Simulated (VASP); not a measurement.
# InP (F-43m) in VASP: further runs

InP is run at these levels: PBE; tasks: single point.

Everything below comes from runs of VASP 6.6.1. Logs are shortened: lines on timing, memory, paths and dates and some standing lists are left out, and cuts for length are marked.

**1. The cell of the first run**

It takes space group F-43m (No. 216, cubic). The conventional cell has a = 5.861 Å, b = 5.861 Å, c = 5.861 Å, α = 90.00°, β = 90.00°, γ = 90.00°. Within 3.3 Å of In (site symmetry -43m) lie 4 P at 2.54 Å. P (site symmetry -43m) has 4 In at 2.54 Å within 3.3 Å.

**2. Single point, PBE**

Input file INCAR:

```
SYSTEM = InP
ALGO = Normal
EDIFF = 1E-6
ENCUT = 500
GGA = PE
GGA_COMPAT = .FALSE.
ISIF = 2
ISMEAR = 0
LASPH = .TRUE.
LCHARG = .FALSE.
LREAL = .FALSE.
LWAVE = .FALSE.
NBANDS = 16
NELM = 120
PREC = Accurate
SIGMA = 0.02
```

Input file KPOINTS:

```
k-points
0
G
  8 8 8
  0 0 0
```

Input file POSCAR:

```
InP
1.0
    0.0000000000      2.9305000000      2.9305000000
    2.9305000000      0.0000000000      2.9305000000
    2.9305000000      2.9305000000      0.0000000000
In P
1 1
Direct
    0.0000000000      0.0000000000      0.0000000000
    0.2500000000      0.2500000000      0.2500000000
```

Potentials or basis: VASP PAW PBE potentials, release 64 (In_d, P).

Started as:

```console
> cat potpaw_PBE.64/In_d/POTCAR potpaw_PBE.64/P/POTCAR > POTCAR
> mpirun -np 1 vasp_std > vasp.out
```

OUTCAR:

```text
SYSTEM = InP
   EDIFF = 1E-6
   ENCUT = 500
   GGA = PE
   ISIF = 2
   ISMEAR = 0
   LASPH = .TRUE.
   LREAL = .FALSE.
   NELM = 120
   PREC = Accurate

 ion  position               nearest neighbor table
   1  0.000  0.000  0.000-   2 2.54   2 2.54   2 2.54   2 2.54
   2  0.250  0.250  0.250-   1 2.54   1 2.54   1 2.54   1 2.54

  LATTYP: Found a face centered cubic cell.
 ALAT       =     5.8610000000

  Lattice vectors:

 A1 = (   0.0000000000,   2.9305000000,   2.9305000000)
 A2 = (   2.9305000000,   0.0000000000,   2.9305000000)
 A3 = (   2.9305000000,   2.9305000000,   0.0000000000)

Analysis of symmetry for initial positions (statically):
=====================================================================
 Subroutine PRICEL returns:
 Original cell was already a primitive cell.

 Routine SETGRP: Setting up the symmetry group for a
 face centered cubic supercell.

 Subroutine GETGRP returns: Found 24 space group operations
 (whereof 24 operations were pure point group operations)
 out of a pool of 48 trial point group operations.

The static configuration has the point symmetry T_d .

Analysis of symmetry for dynamics (positions and initial velocities):
=====================================================================
 Subroutine PRICEL returns:
 Original cell was already a primitive cell.

 Routine SETGRP: Setting up the symmetry group for a
 face centered cubic supercell.

 Subroutine GETGRP returns: Found 24 space group operations
 (whereof 24 operations were pure point group operations)
 out of a pool of 48 trial point group operations.

The dynamic configuration has the point symmetry T_d .

 Subroutine INISYM returns: Found 24 space group operations
 (whereof 24 operations are pure point group operations),
 and found     1 'primitive' translations

----------------------------------------------------------------------------------------

                                     Primitive cell

  volume of cell :      50.3333

  direct lattice vectors                    reciprocal lattice vectors
     0.000000000  2.930500000  2.930500000    -0.170619348  0.170619348  0.170619348
     2.930500000  0.000000000  2.930500000     0.170619348 -0.170619348  0.170619348
     2.930500000  2.930500000  0.000000000     0.170619348  0.170619348 -0.170619348

  length of vectors
     4.144352845  4.144352845  4.144352845     0.295521380  0.295521380  0.295521380

  position of ions in fractional coordinates (direct lattice)
     0.000000000  0.000000000  0.000000000
     0.250000000  0.250000000  0.250000000

  ion indices of the primitive-cell ions
   primitive index   ion index
                 1           1
                 2           2

----------------------------------------------------------------------------------------

 KPOINTS: k-points

Automatic generation of k-mesh.
 Grid dimensions read from file:
 generate k-points for:    8    8    8

 Generating k-lattice:

  Cartesian coordinates                     Fractional coordinates (reciprocal lattice)
    -0.021327419  0.021327419  0.021327419     0.125000000  0.000000000  0.000000000
     0.021327419 -0.021327419  0.021327419     0.000000000  0.125000000  0.000000000
     0.021327419  0.021327419 -0.021327419     0.000000000  0.000000000  0.125000000

  Length of vectors
     0.036940172  0.036940172  0.036940172

  Shift w.r.t. Gamma in fractional coordinates (k-lattice)
     0.000000000  0.000000000  0.000000000

 Subroutine IBZKPT returns following result:
 ===========================================

 Found     29 irreducible k-points:

 Following reciprocal coordinates:
            Coordinates               Weight
  0.000000  0.000000  0.000000      1.000000
  0.125000  0.000000  0.000000      8.000000
  0.250000  0.000000  0.000000      8.000000
  0.375000  0.000000  0.000000      8.000000
  0.500000  0.000000  0.000000      4.000000
  0.125000  0.125000  0.000000      6.000000
[... 16 lines left out ...]
  0.500000  0.250000  0.125000     48.000000
 -0.375000  0.250000  0.125000     24.000000
 [... further k-points ...]
   k-points           NKPTS =     29   k-points in BZ     NKDIM =     29   number of bands    NBANDS=     16
   number of dos      NEDOS =    301   number of ions     NIONS =      2
   total plane-waves  NPLWV =  27000
   dimension x,y,z NGX =    30 NGY =   30 NGZ =   30
   dimension x,y,z NGXF=    60 NGYF=   60 NGZF=   60
   ions per type =               1   1
   NGX,Y,Z   is equivalent  to a cutoff of  12.03, 12.03, 12.03 a.u.
   NGXF,Y,Z  is equivalent  to a cutoff of  24.07, 24.07, 24.07 a.u.
 SYSTEM =  InP
   PREC   = accura    normal or accurate (medium, high low for compatibility)
   ISTART =      0    job   : 0-new  1-cont  2-samecut
   ICHARG =      2    charge: 1-file 2-atom 10-const
   ISPIN  =      1    spin polarized calculation?
   LNONCOLLINEAR =      F non collinear calculations
   LSORBIT =      F    spin-orbit coupling
   LASPH  =      T    aspherical Exc in radial PAW
   ENCUT  =  500.0 eV  36.75 Ry    6.06 a.u.   7.56  7.56  7.56*2*pi/ulx,y,z
   NELM   =    120;   NELMIN=  2; NELMDL= -5     # of ELM steps
   EDIFF  = 0.1E-05   stopping-criterion for ELM
   LREAL  =      F    real-space projection
   EDIFFG = 0.1E-04   stopping-criterion for IOM
   NSW    =      0    number of steps for IOM
   IBRION =     -1    ionic relax: 0-MD 1-quasi-New 2-CG
   NFREE  =      0    steps in history (QN), initial steepest desc. (CG)
   ISIF   =      2    stress and relaxation
   ISYM   =      2    0-nonsym 1-usesym 2-fastsym
   POTIM  = 0.5000    time-step for ionic-motion
   TEBEG  =    0.0;   TEEND  =   0.0 temperature during run
   PSTRESS=    0.0 pullay stress
   NELECT =      18.0000    total number of electrons
   NUPDOWN=      -1.0000    fix difference up-down
   EMIN   =  10.00;   EMAX   =-10.00  energy-range for DOS
   EFERMI =   0.00;   METHOD = LEGACY
   ISMEAR =     0;   SIGMA  =   0.02  broadening in eV -4-tet -1-fermi 0-gaus
   EFERMI_NEDOS =   21; number of points for ismear=-14 and -15
   IALGO  =     38    algorithm
   IMIX   =      4    mixing-type and parameters
     AMIX     =   0.40;   BMIX     =  1.00
     AMIX_MAG =   1.60;   BMIX_MAG =  1.00
  volume/ion in A,a.u.               =      25.17       169.83
  Fermi-wavevector in a.u.,A,eV,Ry     =   1.162021  2.195901 18.371846  1.350293
  Thomas-Fermi vector in A             =   2.298587
   LORBIT       =      0    0 simple, 1 ext, 2 COOP (PROOUT), +10 PAW based schemes
   GGA     = PE    functional components
   LHFCALC =     F    Hartree Fock is set to
   AEXX    =    0.0000 exact exchange contribution
   IVDW    =     0    specifies the selected vdW correction
   LEPSILON=     F    determine dielectric tensor
   LRPA    =     F    only Hartree local field effects (RPA)
 non-spin polarized calculation
 Gauss-broadening in eV      SIGMA  =   0.02
  energy-cutoff  :      500.00
  volume of cell :       50.33
 maximum number of plane-waves:      1303
   NGX = 15   NGY = 15   NGZ = 15

 number of electron      18.0000009 magnetization

 Free energy of the ion-electron system (eV)
  ---------------------------------------------------
  ext. energy  EPLUGINS =         0.00000000
  ---------------------------------------------------
  free energy    TOTEN  =        -8.38084923 eV

  energy without entropy =       -8.38084923  energy(sigma->0) =       -8.38084923

 E-fermi :   5.2787     XC(G=0):  -9.2831

 val. band max:        5.1888722461   @ k =   0.0000   0.0000   0.0000
 cond. band min:       5.9009212985   @ k =   0.0000   0.0000   0.0000
 fundamental gap:      0.7120490524
 Fermi energy:         5.2787116804

 k-point     1 :       0.0000    0.0000    0.0000
  band No.  band energies     occupation
      1      -8.9970      2.00000
      2      -8.9970      2.00000
      3      -8.9970      2.00000
      4      -8.8450      2.00000
      5      -8.8450      2.00000
      6      -6.3284      2.00000
[... 8 lines left out ...]
     15      14.6384      0.00000
     16      14.6384      0.00000

 k-point     2 :       0.1250    0.0000    0.0000
  band No.  band energies     occupation
      1      -9.0161      2.00000
      2      -8.9896      2.00000
      3      -8.9896      2.00000
      4      -8.8449      2.00000
      5      -8.8449      2.00000
      6      -6.1499      2.00000
[... 8 lines left out ...]
     15      14.0006      0.00000
     16      14.5465      0.00000

 k-point     3 :       0.2500    0.0000    0.0000
  band No.  band energies     occupation
      1      -9.0595      2.00000
      2      -8.9737      2.00000
      3      -8.9737      2.00000
      4      -8.8424      2.00000
      5      -8.8424      2.00000
      6      -5.6513      2.00000
[... 8 lines left out ...]
     15      13.7781      0.00000
     16      14.3293      0.00000

 k-point     4 :       0.3750    0.0000    0.0000
  band No.  band energies     occupation
      1      -9.1001      2.00000
      2      -8.9618      2.00000
      3      -8.9618      2.00000
      4      -8.8356      2.00000
      5      -8.8356      2.00000
      6      -4.9842      2.00000
[... 8 lines left out ...]
     15      14.7087      0.00000
     16      14.7087      0.00000
[... 324 lines left out ...]
 k-point    22 :       0.3750    0.2500    0.1250
  band No.  band energies     occupation
      1      -9.0976      2.00000
      2      -8.9544      2.00000
      3      -8.9480      2.00000
      4      -8.8603      2.00000
      5      -8.8298      2.00000
      6      -5.2374      2.00000
[... 8 lines left out ...]
     15      15.3795      0.00000
     16      16.8512      0.00000

 k-point    23 :       0.5000    0.2500    0.1250
  band No.  band energies     occupation
      1      -9.1215      2.00000
      2      -8.9490      2.00000
      3      -8.9335      2.00000
      4      -8.8564      2.00000
      5      -8.8295      2.00000
      6      -4.6266      2.00000
[... 8 lines left out ...]
     15      16.0458      0.00000
     16      16.5906      0.00000

 k-point    24 :      -0.3750    0.2500    0.1250
  band No.  band energies     occupation
      1      -9.1302      2.00000
      2      -8.9485      2.00000
      3      -8.9285      2.00000
      4      -8.8504      2.00000
      5      -8.8320      2.00000
      6      -4.2866      2.00000
[... 8 lines left out ...]
     15      15.8986      0.00000
     16      16.5202      0.00000

 [... further k-points ...]

------------------------ aborting loop because EDIFF is reached ----------------------------------------

  FORCE on cell =-STRESS in cart. coord.  units (eV):
  Direction    XX          YY          ZZ          XY          YZ          ZX
  --------------------------------------------------------------------------------------
  -------------------------------------------------------------------------------------
  Total        1.0288615      1.0288615      1.0288615     -0.0000000      0.0000000     -0.0000000
  in kB       32.7500760     32.7500760     32.7500760     -0.0000000      0.0000000     -0.0000000
  external PRESSURE =      32.7500760 kB  Pullay stress =       0.0000000 kB

 VOLUME and BASIS-vectors are now :
 -----------------------------------------------------------------------------
  energy-cutoff  :      500.00
  volume of cell :       50.33
      direct lattice vectors                 reciprocal lattice vectors
     0.000000000  2.930500000  2.930500000    -0.170619348  0.170619348  0.170619348
     2.930500000  0.000000000  2.930500000     0.170619348 -0.170619348  0.170619348
     2.930500000  2.930500000  0.000000000     0.170619348  0.170619348 -0.170619348

 POSITION                                       TOTAL-FORCE (eV/Angst)
 -----------------------------------------------------------------------------------
      0.00000      0.00000      0.00000        -0.000000     -0.000000     -0.000000
      1.46525      1.46525      1.46525         0.000000      0.000000      0.000000
 -----------------------------------------------------------------------------------
    total drift:                                0.000000      0.000000      0.000000

  FREE ENERGIE OF THE ION-ELECTRON SYSTEM (eV)
  ---------------------------------------------------
  free  energy   TOTEN  =        -8.3808492266 eV

  energy  without entropy=       -8.3808492266  energy(sigma->0) =       -8.38084923
```

Wall time 11 s (1 thread of AMD EPYC 9R45 (Zen 5), shared host); peak memory 0.14 GiB.

Results:

```yaml
Free_energy: -8.3808 eV
Pressure: 3.3 GPa
Band_gap_on_the_k_mesh: 0.71 eV
```

Caveat: the cell stands under pressure; spin-orbit coupling is left out, which moves the levels of the heavy elements.

**3. Single point, PBE**

Input file INCAR:

```
  PREC = Accurate
  ENCUT = 500
  EDIFF = 1E-6
  ISMEAR = 0
  SIGMA = 0.02
  LREAL = F
  LASPH = T
  NELM = 120
  ALGO = Normal
  ISIF = 2
  LWAVE = F
  LCHARG = F
  GGA = PE
  NBANDS = 16
  GGA_COMPAT = F
```

Input file KPOINTS:

```
Automatic mesh
0
Gamma
  8 8 8
```

POSCAR is that of step 2.

Potentials or basis: VASP PAW PBE potentials, release 64 (In_d, P).

Started as:

```console
> cat potpaw_PBE.64/In_d/POTCAR potpaw_PBE.64/P/POTCAR > POTCAR
> mpirun -np 1 vasp_std > vasp.out
```

Wall time 10 s (1 thread of AMD EPYC 9R45 (Zen 5), shared host); peak memory 0.15 GiB.

It converged, with:

| Property | Result |
| --- | --- |
| Free energy | -8.3808 eV |
| Pressure | 3.3 GPa |
| Band gap on the k mesh | 0.71 eV |

Levels at points of the mesh, in eV from the valence-band top:
```csv
k point,band 5,band 6,band 7,band 8,band 9,band 10,band 11,band 12,band 13,band 14
"(0.00, 0.00, 0.00)",-14.03,-11.52,0.00,0.00,0.00,0.71,4.09,4.09,4.09,8.58
"(0.50, 0.00, 0.00)",-14.02,-9.79,-5.73,-0.97,-0.97,1.50,4.81,4.81,7.10,9.48
"(0.50, 0.50, 0.00)",-14.00,-9.14,-5.75,-2.32,-2.32,1.76,2.27,9.21,9.60,9.60
```

Caveat: the cell stands under pressure; spin-orbit coupling is left out, which moves the levels of the heavy elements.
